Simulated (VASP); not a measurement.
# BeGe (P-3m1) in VASP: notebook

The runs below take BeGe through single point, relaxation of cell and atoms, with PBE.

All numbers are computed with VASP 6.6.1; they aren't measurements. Logs are shortened: lines on timing, memory, paths and dates and some standing lists are left out, and cuts for length are marked.

## Step 1: The cell of the first run

It takes space group P-3m1 (No. 164, trigonal). The conventional cell has a = 2.956 Å, b = 2.956 Å, c = 7.582 Å, α = 90.00°, β = 90.00°, γ = 120.00°. Within 3.1 Å of Be (site symmetry 3m) lie 9 Be at 2.36 to 2.96 Å and 3 Ge at 2.55 Å. Ge (site symmetry 3m) has 4 Be at 2.55 to 3.52 Å and 9 Ge at 2.76 to 2.96 Å within 3.6 Å.

The cell was generated, and may not be a known phase.

## Step 2: Single point, PBE

The input, INCAR:

```
SYSTEM = BeGe
ALGO = Normal
EDIFF = 1E-6
ENCUT = 520
GGA = PE
ISIF = 2
ISMEAR = 0
LASPH = .True.
LCHARG = .False.
LREAL = .False.
LWAVE = .False.
NBANDS = 24
NELM = 100
PREC = Accurate
SIGMA = 0.1
```

The input, KPOINTS:

```
k-points
0
Gamma
  6 6 2
  0 0 0
```

The input, POSCAR:

```
BeGe
1.0
    2.9560149700      0.0000000000      0.0000000000
   -1.4780074900      2.5599840600      0.0000000000
    0.0000000000      0.0000000000      7.5815876400
Be Ge
2 2
Direct
    0.6666666700      0.3333333300      0.8927791700
    0.3333333300      0.6666666700      0.1072208300
    0.3333333300      0.6666666700      0.6433791400
    0.6666666700      0.3333333300      0.3566208600
```

Potentials or basis: VASP PAW PBE potentials, release 64 (Be, Ge_d).

On the command line:

```console
cat potpaw_PBE.64/Be/POTCAR potpaw_PBE.64/Ge_d/POTCAR > POTCAR
mpirun -np 1 vasp_std > vasp.out
```

OUTCAR:

```text
SYSTEM = BeGe
   EDIFF = 1E-6
   ENCUT = 520
   GGA = PE
   ISIF = 2
   ISMEAR = 0
   LASPH = .True.
   LREAL = .False.
   NELM = 100
   PREC = Accurate

 ion  position               nearest neighbor table
   1  0.667  0.333  0.893-   2 2.36   2 2.36   2 2.36   3 2.55   3 2.55   3 2.55
   2  0.333  0.667  0.107-   1 2.36   1 2.36   1 2.36   4 2.55   4 2.55   4 2.55
   3  0.333  0.667  0.643-   1 2.55   1 2.55   1 2.55   4 2.76   4 2.76   4 2.76
   4  0.667  0.333  0.357-   2 2.55   2 2.55   2 2.55   3 2.76   3 2.76   3 2.76

  LATTYP: Found a hexagonal cell.
 ALAT       =     2.9560149700
 C/A-ratio  =     2.5648001505

  Lattice vectors:

 A1 = (   2.9560149700,   0.0000000000,   0.0000000000)
 A2 = (  -1.4780074900,   2.5599840600,   0.0000000000)
 A3 = (   0.0000000000,   0.0000000000,   7.5815876400)

Analysis of symmetry for initial positions (statically):
=====================================================================
 Subroutine PRICEL returns:
 Original cell was already a primitive cell.

 Routine SETGRP: Setting up the symmetry group for a
 hexagonal supercell.

 Subroutine GETGRP returns: Found 12 space group operations
 (whereof 12 operations were pure point group operations)
 out of a pool of 24 trial point group operations.

The static configuration has the point symmetry D_3d.

Analysis of symmetry for dynamics (positions and initial velocities):
=====================================================================
 Subroutine PRICEL returns:
 Original cell was already a primitive cell.

 Routine SETGRP: Setting up the symmetry group for a
 hexagonal supercell.

 Subroutine GETGRP returns: Found 12 space group operations
 (whereof 12 operations were pure point group operations)
 out of a pool of 24 trial point group operations.

The dynamic configuration has the point symmetry D_3d.

 Subroutine INISYM returns: Found 12 space group operations
 (whereof 12 operations are pure point group operations),
 and found     1 'primitive' translations

----------------------------------------------------------------------------------------

                                     Primitive cell

  volume of cell :      57.3725

  direct lattice vectors                    reciprocal lattice vectors
     2.956014970  0.000000000  0.000000000     0.338293280  0.195313717  0.000000000
    -1.478007490  2.559984060  0.000000000     0.000000000  0.390627432  0.000000000
     0.000000000  0.000000000  7.581587640     0.000000000  0.000000000  0.131898495

  length of vectors
     2.956014970  2.956014974  7.581587640     0.390627433  0.390627432  0.131898495

  position of ions in fractional coordinates (direct lattice)
     0.666666670  0.333333330  0.892779170
     0.333333330  0.666666670  0.107220830
     0.333333330  0.666666670  0.643379140
     0.666666670  0.333333330  0.356620860

  ion indices of the primitive-cell ions
   primitive index   ion index
                 1           1
                 2           2
                 3           3
                 4           4

----------------------------------------------------------------------------------------

 KPOINTS: k-points

Automatic generation of k-mesh.
 Grid dimensions read from file:
 generate k-points for:    6    6    2

 Generating k-lattice:

  Cartesian coordinates                     Fractional coordinates (reciprocal lattice)
     0.056382213  0.032552286  0.000000000     0.166666667 -0.000000000  0.000000000
     0.000000000  0.065104572  0.000000000     0.000000000  0.166666667  0.000000000
     0.000000000  0.000000000  0.065949248     0.000000000  0.000000000  0.500000000

  Length of vectors
     0.065104572  0.065104572  0.065949248

  Shift w.r.t. Gamma in fractional coordinates (k-lattice)
     0.000000000  0.000000000  0.000000000

 Subroutine IBZKPT returns following result:
 ===========================================

 Found     14 irreducible k-points:

 Following reciprocal coordinates:
            Coordinates               Weight
  0.000000  0.000000  0.000000      1.000000
  0.166667  0.000000  0.000000      6.000000
  0.333333  0.000000  0.000000      6.000000
  0.500000  0.000000  0.000000      3.000000
  0.166667  0.166667  0.000000      6.000000
  0.333333  0.166667  0.000000     12.000000
  0.333333  0.333333  0.000000      2.000000
  0.000000  0.000000  0.500000      1.000000
  0.166667  0.000000  0.500000      6.000000
  0.333333  0.000000  0.500000      6.000000
  0.500000  0.000000  0.500000      3.000000
  0.166667  0.166667  0.500000      6.000000
  0.333333  0.166667  0.500000     12.000000
  0.333333  0.333333  0.500000      2.000000
   k-points           NKPTS =     14   k-points in BZ     NKDIM =     14   number of bands    NBANDS=     24
   number of dos      NEDOS =    301   number of ions     NIONS =      4
   total plane-waves  NPLWV =  32256
   dimension x,y,z NGX =    24 NGY =   24 NGZ =   56
   dimension x,y,z NGXF=    48 NGYF=   48 NGZF=  112
   ions per type =               2   2
   NGX,Y,Z   is equivalent  to a cutoff of  13.50, 13.50, 12.28 a.u.
   NGXF,Y,Z  is equivalent  to a cutoff of  27.00, 27.00, 24.56 a.u.
 SYSTEM =  BeGe
   PREC   = accura    normal or accurate (medium, high low for compatibility)
   ISTART =      0    job   : 0-new  1-cont  2-samecut
   ICHARG =      2    charge: 1-file 2-atom 10-const
   ISPIN  =      1    spin polarized calculation?
   LNONCOLLINEAR =      F non collinear calculations
   LSORBIT =      F    spin-orbit coupling
   LASPH  =      T    aspherical Exc in radial PAW
   ENCUT  =  520.0 eV  38.22 Ry    6.18 a.u.   5.50  5.50 14.10*2*pi/ulx,y,z
   NELM   =    100;   NELMIN=  2; NELMDL= -5     # of ELM steps
   EDIFF  = 0.1E-05   stopping-criterion for ELM
   LREAL  =      F    real-space projection
   EDIFFG = 0.1E-04   stopping-criterion for IOM
   NSW    =      0    number of steps for IOM
   IBRION =     -1    ionic relax: 0-MD 1-quasi-New 2-CG
   NFREE  =      0    steps in history (QN), initial steepest desc. (CG)
   ISIF   =      2    stress and relaxation
   ISYM   =      2    0-nonsym 1-usesym 2-fastsym
   POTIM  = 0.5000    time-step for ionic-motion
   TEBEG  =    0.0;   TEEND  =   0.0 temperature during run
   PSTRESS=    0.0 pullay stress
   NELECT =      32.0000    total number of electrons
   NUPDOWN=      -1.0000    fix difference up-down
   EMIN   =  10.00;   EMAX   =-10.00  energy-range for DOS
   EFERMI =   0.00;   METHOD = LEGACY
   ISMEAR =     0;   SIGMA  =   0.10  broadening in eV -4-tet -1-fermi 0-gaus
   EFERMI_NEDOS =   21; number of points for ismear=-14 and -15
   IALGO  =     38    algorithm
   IMIX   =      4    mixing-type and parameters
     AMIX     =   0.40;   BMIX     =  1.00
     AMIX_MAG =   1.60;   BMIX_MAG =  1.00
  volume/ion in A,a.u.               =      14.34        96.79
  Fermi-wavevector in a.u.,A,eV,Ry     =   1.347587  2.546570 24.708053  1.815991
  Thomas-Fermi vector in A             =   2.475325
   LORBIT       =      0    0 simple, 1 ext, 2 COOP (PROOUT), +10 PAW based schemes
   GGA     = PE    functional components
   LHFCALC =     F    Hartree Fock is set to
   AEXX    =    0.0000 exact exchange contribution
   IVDW    =     0    specifies the selected vdW correction
   LEPSILON=     F    determine dielectric tensor
   LRPA    =     F    only Hartree local field effects (RPA)
 non-spin polarized calculation
 Gauss-broadening in eV      SIGMA  =   0.10
  energy-cutoff  :      520.00
  volume of cell :       57.37
 maximum number of plane-waves:      1600
 NGX is ok and might be reduce to    24
   NGX = 11   NGY = 11   NGZ = 29

 number of electron      31.9999971 magnetization

 Free energy of the ion-electron system (eV)
  ---------------------------------------------------
  ext. energy  EPLUGINS =         0.00000000
  ---------------------------------------------------
  free energy    TOTEN  =       -14.22684611 eV

  energy without entropy =      -14.22003402  energy(sigma->0) =      -14.22344007

 E-fermi :   5.9793     XC(G=0): -10.8118

 val. band max:        5.9391106646   @ k =   0.1667   0.0000   0.0000
 cond. band min:       6.0188480221   @ k =   0.5000   0.0000   0.5000
 fundamental gap:      0.0797373575
 Fermi energy:         5.9792653088

 k-point     1 :       0.0000    0.0000    0.0000
  band No.  band energies     occupation
      1     -18.2733      2.00000
      2     -18.2733      2.00000
      3     -18.2729      2.00000
      4     -18.2729      2.00000
      5     -18.2695      2.00000
      6     -18.2420      2.00000
[... 16 lines left out ...]
     23      15.7868      0.00000
     24      15.7868      0.00000

 k-point     2 :       0.1667    0.0000    0.0000
  band No.  band energies     occupation
      1     -18.2937      2.00000
      2     -18.2784      2.00000
      3     -18.2584      2.00000
      4     -18.2484      2.00000
      5     -18.2438      2.00000
      6     -18.2332      2.00000
[... 16 lines left out ...]
     23      15.5737      0.00000
     24      16.4494      0.00000

 k-point     3 :       0.3333    0.0000    0.0000
  band No.  band energies     occupation
      1     -18.3183      2.00000
      2     -18.2888      2.00000
      3     -18.2593      2.00000
      4     -18.2542      2.00000
      5     -18.2405      2.00000
      6     -18.1987      2.00000
[... 16 lines left out ...]
     23      13.2163      0.00000
     24      14.6686      0.00000
[... 244 lines left out ...]
 k-point    13 :       0.3333    0.1667    0.5000
  band No.  band energies     occupation
      1     -18.3021      2.00000
      2     -18.2885      2.00000
      3     -18.2659      2.00000
      4     -18.2509      2.00000
      5     -18.2441      2.00000
      6     -18.2013      2.00000
[... 16 lines left out ...]
     23      12.8674      0.00000
     24      15.1963      0.00000

 k-point    14 :       0.3333    0.3333    0.5000
  band No.  band energies     occupation
      1     -18.2943      2.00000
      2     -18.2668      2.00000
      3     -18.2668      2.00000
      4     -18.2290      2.00000
      5     -18.2256      2.00000
      6     -18.2256      2.00000
[... 16 lines left out ...]
     23      14.6869      0.00000
     24      14.6869      0.00000

------------------------ aborting loop because EDIFF is reached ----------------------------------------

  FORCE on cell =-STRESS in cart. coord.  units (eV):
  Direction    XX          YY          ZZ          XY          YZ          ZX
  --------------------------------------------------------------------------------------
  -------------------------------------------------------------------------------------
  Total        0.4132147      0.4132147     -0.2495725     -0.0000000      0.0000000     -0.0000000
  in kB       11.5393765     11.5393766     -6.9695259     -0.0000000      0.0000000     -0.0000000
  external PRESSURE =       5.3697424 kB  Pullay stress =       0.0000000 kB

 VOLUME and BASIS-vectors are now :
 -----------------------------------------------------------------------------
  energy-cutoff  :      520.00
  volume of cell :       57.37
      direct lattice vectors                 reciprocal lattice vectors
     2.956014970  0.000000000  0.000000000     0.338293280  0.195313717  0.000000000
    -1.478007490  2.559984060  0.000000000     0.000000000  0.390627432  0.000000000
     0.000000000  0.000000000  7.581587640     0.000000000  0.000000000  0.131898495

 POSITION                                       TOTAL-FORCE (eV/Angst)
 -----------------------------------------------------------------------------------
      1.47801      0.85333      6.76868        -0.000000      0.000000      0.107368
     -0.00000      1.70666      0.81290        -0.000000     -0.000000     -0.107368
     -0.00000      1.70666      4.87784         0.000000     -0.000000      0.576596
      1.47801      0.85333      2.70375        -0.000000      0.000000     -0.576596
 -----------------------------------------------------------------------------------
    total drift:                                0.000000      0.000000      0.000000

  FREE ENERGIE OF THE ION-ELECTRON SYSTEM (eV)
  ---------------------------------------------------
  free  energy   TOTEN  =       -14.2268461133 eV

  energy  without entropy=      -14.2200340199  energy(sigma->0) =      -14.22344007
```

Run time: 18 s. Hardware: 1 thread of Intel Xeon Platinum 8259CL at 2.50GHz (Skylake/Cascade Lake), shared host; peak memory 0.17 GiB.

What came out:

```yaml
Free_energy: -14.2268 eV
Pressure: 0.5 GPa
Largest_force: 0.577 eV/Å
Band_gap_on_the_k_mesh: zero (bands 16 and 17 overlap by 7.79 eV)
```

Forces in eV/Å, atoms in the order of the input:
```
Be   0.000  0.000  0.107
Be   0.000  0.000 -0.107
Ge   0.000  0.000  0.577
Ge   0.000  0.000 -0.577
```

Stress tensor (GPa, compression positive):
```
 1.15  0.00  0.00
 0.00  1.15  0.00
 0.00  0.00 -0.70
```

Levels at points of the mesh, in eV from the Fermi level:
| k point | band 13 | band 14 | band 15 | band 16 | band 17 | band 18 | band 19 | band 20 |
| --- | --- | --- | --- | --- | --- | --- | --- | --- |
| (0.00, 0.00, 0.00) | -7.55 | -2.68 | -0.47 | 6.72 | 6.72 | 8.57 | 8.57 | 8.71 |
| (0.50, 0.00, 0.00) | -4.94 | -4.10 | -2.55 | -2.46 | 1.77 | 2.64 | 4.18 | 4.43 |
| (0.00, 0.00, 0.50) | -5.80 | -5.56 | 2.63 | 5.42 | 7.25 | 7.25 | 7.28 | 7.28 |
| (0.50, 0.00, 0.50) | -5.17 | -4.64 | -1.41 | -1.30 | 0.04 | 1.25 | 3.03 | 3.67 |

Caveat: the k points lie up to 0.41 Å⁻¹ apart, too coarse for converged energies and pressures of a metal.

## Step 3: Single point, PBE

This run uses another cell than the first one, of 15.25 Å³/atom.

The input, INCAR:

```
PREC = Accurate
ENCUT = 520
EDIFF = 1E-6
ISMEAR = 0
SIGMA = 0.1
LREAL = False
LASPH = True
NELM = 60
ALGO = Normal
ISIF = 2
LWAVE = False
LCHARG = False
GGA = PE
NBANDS = 24
```

The input, KPOINTS:

```
Automatic mesh
0
Gamma
  18 18 6
```

The input, POSCAR:

```
BeGe
1.0
    2.7689870502      0.0000000000      0.0000000000
   -1.3844935251      2.3980131283      0.0000000000
    0.0000000000      0.0000000000      9.1837589190
Be Ge
2 2
Direct
    0.6666666667      0.3333333333      0.9106120812
    0.3333333333      0.6666666667      0.0893879188
    0.3333333333      0.6666666667      0.6950732824
    0.6666666667      0.3333333333      0.3049267176
```

Potentials or basis: VASP PAW PBE potentials, release 64 (Be, Ge_d).

On the command line:

```console
cat potpaw_PBE.64/Be/POTCAR potpaw_PBE.64/Ge_d/POTCAR > POTCAR
mpirun -np 1 vasp_std > vasp.out
```

Wall time 3.5 min (1 thread of Intel Xeon Platinum 8259CL at 2.50GHz (Skylake/Cascade Lake), shared host); peak memory 0.38 GiB.

Results (log left out):

| Property | Result |
| --- | --- |
| Free energy | -14.7380 eV |
| Pressure | 0.0 GPa |
| Largest force | 0.003 eV/Å |
| Band gap on the k mesh | zero (bands 16 and 17 overlap by 6.56 eV) |

Forces on the atoms (eV/Å):
```
Be   0.000  0.000 -0.002
Be   0.000  0.000  0.002
Ge   0.000  0.000 -0.003
Ge   0.000  0.000  0.003
```

Levels at points of the mesh, in eV from the Fermi level:
```
           k point  band 12  band 13  band 14  band 15  band 16  band 17  band 18  band 19  band 20  band 21
(0.00, 0.00, 0.00)   -12.48    -8.03    -4.50    -3.87     4.62     4.74     8.66     8.66    10.04    10.04
(0.50, 0.00, 0.00)    -6.82    -5.55    -5.29    -2.78    -2.65     1.49     1.50     2.37     3.70     4.22
(0.00, 0.00, 0.50)   -12.60    -7.71    -5.82    -2.23     1.85     8.62     8.68     8.68     9.97     9.97
(0.50, 0.00, 0.50)    -6.82    -5.51    -5.43    -2.63    -2.45     0.32     1.39     3.07     4.28     5.13
```

[end of part 1 of 2]

The gap in the log of VASP goes by the Fermi energy; the results here count the filled bands.